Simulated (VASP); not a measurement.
# Ni (Fm-3m) in VASP: a series of runs, part 2 of 2

VASP 6.6.1. Earlier steps stand in the parts before.

## 7. Single point, LDA, collinear spin, antiferromagnetic start

File INCAR:

```
PREC     = Accurate       # precision mode
ENCUT    = 520            # plane-wave cutoff, eV
EDIFF    = 1E-6           # SCF threshold, eV
ISMEAR   = -1             # smearing method
SIGMA    = 0.1            # smearing width, eV
LREAL    = False          # projectors in reciprocal space
LASPH    = True           # aspherical terms in the spheres
NELM     = 150            # most SCF steps
ALGO     = Normal         # electronic algorithm
ISIF     = 2              # what is computed and relaxed
LWAVE    = False          # write WAVECAR
LCHARG   = True           # write CHGCAR
ISPIN    = 2              # spin polarisation
MAGMOM   = 1.5 -1.5       # initial moments
LORBIT   = 11             # projections on sites
LMAXMIX  = 4              # l up to which the mixer works
LELF     = True           # ELF
LVHAR    = True         
NBANDS   = 21             # bands
```

File KPOINTS:

```
Automatic mesh
0
Gamma
  12 12 9
```

File POSCAR:

```
Ni
1.0
    0.0000000000     -1.7619350000      1.7619350000
    0.0000000000      1.7619350000      1.7619350000
   -3.5238700000      0.0000000000      0.0000000000
Ni
2
Direct
    0.0000000000      0.0000000000      0.0000000000
    0.5000000000      0.5000000000      0.5000000000
```

Potentials or basis: VASP PAW LDA potentials, release 64 (Ni).

Run with:

```sh
cat potpaw_LDA.64/Ni/POTCAR > POTCAR
mpirun -np 1 vasp_std > vasp.out
```

OUTCAR:

```text
PREC = Accurate
   ENCUT = 520
   EDIFF = 1E-6
   ISMEAR = -1
   LREAL = False
   LASPH = True
   NELM = 150
   ISIF = 2
   ISPIN = 2
   LORBIT = 11

 ion  position               nearest neighbor table
   1  0.000  0.000  0.000-   2 2.49   2 2.49   2 2.49   2 2.49   2 2.49   2 2.49   2 2.49   2 2.49

   2  0.500  0.500  0.500-   1 2.49   1 2.49   1 2.49   1 2.49   1 2.49   1 2.49   1 2.49   1 2.49

  LATTYP: Found a simple tetragonal cell.
 ALAT       =     2.4917523730
 C/A-ratio  =     1.4142135624

  Lattice vectors:

 A1 = (   0.0000000000,  -1.7619350000,   1.7619350000)
 A2 = (   0.0000000000,   1.7619350000,   1.7619350000)
 A3 = (  -3.5238700000,   0.0000000000,   0.0000000000)

Analysis of symmetry for initial positions (statically):
=====================================================================
 Subroutine PRICEL returns following result:

  LATTYP: Found a face centered cubic cell.
 ALAT       =     3.5238700000
[... 12 lines left out ...]
 Subroutine GETGRP returns: Found 16 space group operations
 (whereof 16 operations were pure point group operations)
 out of a pool of 16 trial point group operations.

The static configuration has the point symmetry D_4h.

Analysis of symmetry for dynamics (positions and initial velocities):
=====================================================================
 Subroutine PRICEL returns following result:

  LATTYP: Found a face centered cubic cell.
 ALAT       =     3.5238700000
[... 12 lines left out ...]
 Subroutine GETGRP returns: Found 16 space group operations
 (whereof 16 operations were pure point group operations)
 out of a pool of 16 trial point group operations.

The dynamic configuration has the point symmetry D_4h.

Analysis of structural, dynamic, and magnetic symmetry:
=====================================================================
 Subroutine PRICEL returns following result:

  LATTYP: Found a face centered cubic cell.
 ALAT       =     3.5238700000
[... 12 lines left out ...]
 Subroutine GETGRP returns: Found 16 space group operations
 (whereof 16 operations were pure point group operations)
 out of a pool of 16 trial point group operations.

The overall configuration has the point symmetry D_4h.

 Subroutine INISYM returns: Found 16 space group operations
 (whereof 16 operations are pure point group operations),
 and found     2 'primitive' translations

----------------------------------------------------------------------------------------

                                     Primitive cell

  volume of cell :      10.9396

  direct lattice vectors                    reciprocal lattice vectors
     1.761935000  0.000000000 -1.761935000     0.283778914  0.283778914 -0.283778914
     1.761935000 -1.761935000  0.000000000     0.283778914 -0.283778914  0.283778914
     0.000000000 -1.761935000 -1.761935000    -0.283778914 -0.283778914 -0.283778914

  length of vectors
     2.491752373  2.491752373  2.491752373     0.491519496  0.491519496  0.491519496

  position of ions in fractional coordinates (direct lattice)
     0.000000000  0.000000000  0.000000000

  ion indices of the primitive-cell ions
   primitive index   ion index
                 1           1

----------------------------------------------------------------------------------------

 KPOINTS: Automatic mesh

Automatic generation of k-mesh.
 Grid dimensions read from file:
[... 61 lines left out ...]
   LSORBIT =      F    spin-orbit coupling
   LASPH  =      T    aspherical Exc in radial PAW
   ENCUT  =  520.0 eV  38.22 Ry    6.18 a.u.   4.63  4.63  6.55*2*pi/ulx,y,z
   NELM   =    150;   NELMIN=  2; NELMDL= -5     # of ELM steps
   EDIFF  = 0.1E-05   stopping-criterion for ELM
   LREAL  =      F    real-space projection
   EDIFFG = 0.1E-04   stopping-criterion for IOM
   NSW    =      0    number of steps for IOM
   IBRION =     -1    ionic relax: 0-MD 1-quasi-New 2-CG
   NFREE  =      0    steps in history (QN), initial steepest desc. (CG)
   ISIF   =      2    stress and relaxation
   ISYM   =      2    0-nonsym 1-usesym 2-fastsym
   POTIM  = 0.5000    time-step for ionic-motion
   TEBEG  =    0.0;   TEEND  =   0.0 temperature during run
   PSTRESS=    0.0 pullay stress
   NELECT =      20.0000    total number of electrons
   NUPDOWN=      -1.0000    fix difference up-down
   EMIN   =  10.00;   EMAX   =-10.00  energy-range for DOS
   EFERMI =   0.00;   METHOD = LEGACY
   ISMEAR =    -1;   SIGMA  =   0.10  broadening in eV -4-tet -1-fermi 0-gaus
   EFERMI_NEDOS =   21; number of points for ismear=-14 and -15
   IALGO  =     38    algorithm
   IMIX   =      4    mixing-type and parameters
     AMIX     =   0.40;   BMIX     =  1.00
     AMIX_MAG =   1.60;   BMIX_MAG =  1.00
  volume/ion in A,a.u.               =      10.94        73.82
  Fermi-wavevector in a.u.,A,eV,Ry     =   1.588821  3.002436 34.345893  2.524352
  Thomas-Fermi vector in A             =   2.687765
   LORBIT       =     11    0 simple, 1 ext, 2 COOP (PROOUT), +10 PAW based schemes
   GGA     = CA    functional components
   LHFCALC =     F    Hartree Fock is set to
   AEXX    =    0.0000 exact exchange contribution
   IVDW    =     0    specifies the selected vdW correction
   LEPSILON=     F    determine dielectric tensor
   LRPA    =     F    only Hartree local field effects (RPA)
 spin polarized calculation
  energy-cutoff  :      520.00
  volume of cell :       21.88
 maximum number of plane-waves:       605
 NGX is ok and might be reduce to    20
   NGX =  9   NGY =  9   NGZ = 13

 number of electron      19.9999989 magnetization       0.0000000

 number of electron      19.9999989 magnetization      -0.0000000

 Free energy of the ion-electron system (eV)
  ---------------------------------------------------
  ext. energy  EPLUGINS =         0.00000000
  ---------------------------------------------------
  free energy    TOTEN  =       -13.06937773 eV

  energy without entropy =      -12.89485587  energy(sigma->0) =      -12.98211680

 E-fermi :   8.8189     XC(G=0): -13.5790

 val. band max:        8.8179006491   @ k =   0.4167   0.0000   0.3333
 cond. band min:       8.8219455796   @ k =   0.2500   0.0000   0.3333
 fundamental gap:      0.0040449305
 Fermi energy:         8.8189344740

 spin component 1

 k-point     1 :       0.0000    0.0000    0.0000
  band No.  band energies     occupation
      1       0.0220      1.00000
      2       4.5635      1.00000
      3       5.1209      1.00000
      4       6.9380      1.00000
      5       6.9391      1.00000
      6       6.9391      1.00000
[... 565 lines left out ...]
     20      32.7467      0.00000
     21      33.0566      0.00000

 [... further k-points ...]

 spin component 2

 k-point     1 :       0.0000    0.0000    0.0000
  band No.  band energies     occupation
      1       0.0220      1.00000
      2       4.5635      1.00000
      3       5.1209      1.00000
      4       6.9380      1.00000
      5       6.9391      1.00000
      6       6.9391      1.00000
[... 565 lines left out ...]
     20      32.7467      0.00000
     21      33.0566      0.00000

 [... further k-points ...]

------------------------ aborting loop because EDIFF is reached ----------------------------------------

  FORCE on cell =-STRESS in cart. coord.  units (eV):
  Direction    XX          YY          ZZ          XY          YZ          ZX
  --------------------------------------------------------------------------------------
  -------------------------------------------------------------------------------------
  Total       -2.4690446     -2.4901721     -2.4901721      0.0000000      0.0000000      0.0000000
  in kB     -180.8047642   -182.3519050   -182.3519050      0.0000000      0.0000000      0.0000000
  external PRESSURE =    -181.8361914 kB  Pullay stress =       0.0000000 kB

 VOLUME and BASIS-vectors are now :
 -----------------------------------------------------------------------------
  energy-cutoff  :      520.00
  volume of cell :       21.88
      direct lattice vectors                 reciprocal lattice vectors
     0.000000000 -1.761935000  1.761935000     0.000000000 -0.283778914  0.283778914
     0.000000000  1.761935000  1.761935000     0.000000000  0.283778914  0.283778914
    -3.523870000  0.000000000  0.000000000    -0.283778914  0.000000000  0.000000000

 POSITION                                       TOTAL-FORCE (eV/Angst)
 -----------------------------------------------------------------------------------
      0.00000      0.00000      0.00000         0.000000     -0.000000     -0.000000
     -1.76194      0.00000      1.76194        -0.000000      0.000000      0.000000
 -----------------------------------------------------------------------------------
    total drift:                               -0.000000      0.000000      0.000000

  FREE ENERGIE OF THE ION-ELECTRON SYSTEM (eV)
  ---------------------------------------------------
  free  energy   TOTEN  =       -13.0693777289 eV

  energy  without entropy=      -12.8948558686  energy(sigma->0) =      -12.98211680

 total charge

# of ion       s       p       d       tot
------------------------------------------
    1        0.494   0.487   8.331   9.312
    2        0.494   0.487   8.331   9.312
--------------------------------------------------
tot          0.988   0.975  16.662  18.625

 magnetization (x)

# of ion       s       p       d       tot
------------------------------------------
    1        0.000   0.000   0.000   0.000
    2       -0.000  -0.000  -0.000  -0.000
--------------------------------------------------
tot          0.000   0.000   0.000   0.000
```

Run time: 2.7 min. Hardware: 1 thread of Intel Xeon 8259CL, shared host; peak memory 0.2 GiB.

What came out:

```
Free energy                                           : -13.0694 eV
Pressure                                              : -18.2 GPa
Band gap on the k mesh                                : zero (filled and empty bands overlap)
Net moment                                            : 0.00 μB per cell
Valence electrons inside the program's atomic spheres : Ni 9.31
```

Stress tensor (GPa, compression positive):
```
-18.08   0.00   0.00
  0.00 -18.24   0.00
  0.00   0.00 -18.24
```

Caveat: the cell stands under tension; the moments typed at the start vanished in this run.

## 8. The runs side by side

| level | spin | U | gap on the mesh (eV) | pressure (GPa) |
| --- | --- | --- | --- | --- |
| LDA | off | - | none | -18.2 |
| LDA+U | off | Ni d U = 2.0 eV | none | -22.7 |
| LDA | collinear, ferromagnetic start | - | none | -17.4 |

Alike in all rows: task single point; potentials or basis VASP PAW LDA potentials, release 64 (Ni); cell as given; k mesh 12 × 12 × 9; cutoff (eV) 520; smearing fermi-dirac 0.1 eV.

The pressure there spans -22.7 GPa (LDA+U) to -17.4 GPa (LDA); a positive pressure means that this level wants a larger cell, a negative one a smaller.

Caveats: the cell stands under tension; U without spin polarisation on a metal has little footing (at least some runs); the U is typed as a test and isn't derived for this compound (at least some runs).

Total energies depend on the potentials used, so only differences within one code and one set of settings carry meaning.
